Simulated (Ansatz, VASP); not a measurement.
InO: VASP beside Ansatz

```xyz
4
Lattice="3.5155 0.0000 0.0000 -1.7578 3.0445 0.0000 0.0000 0.0000 16.2483" Properties=species:S:1:pos:R:3 pbc="T T T"
In    1.7578    1.0148    9.5788
In    1.7578    1.0148    6.6695
O     0.0000    0.0000   10.3969
O     0.0000    0.0000    5.8514
```

Change from the starting cell: strain +0.025 along x and y, +0.025 along z, atoms carried along.

Alike in both runs: task single point; functional PBE; dispersion D3(BJ); k mesh 12 × 12 × 2; occupations gaussian, width 0.05 eV; no spin polarisation.

|  | VASP | Ansatz |
| --- | --- | --- |
| version | VASP 6.6.1 | Ansatz 0.2.0 |
| potentials or method | VASP PAW PBE potentials, release 64 (In_d, O), cutoff 520 eV | scalar-relativistic, plane waves, PAW |
| valence electrons in the cell | 38 | 38 |

|  | VASP | Ansatz | Ansatz less VASP |
| --- | --- | --- | --- |
| gap on the k mesh at the Fermi level (eV) | 0.36 | 0.37 | +0.012 |
| least direct gap on the mesh (eV) | 0.94 | 0.95 | +0.010 |
| rms of the force components (eV/Å) | 0.234 | 0.250 | +0.0158 |

Atom by atom the forces differ by 0.017 eV/Å (rms over components).
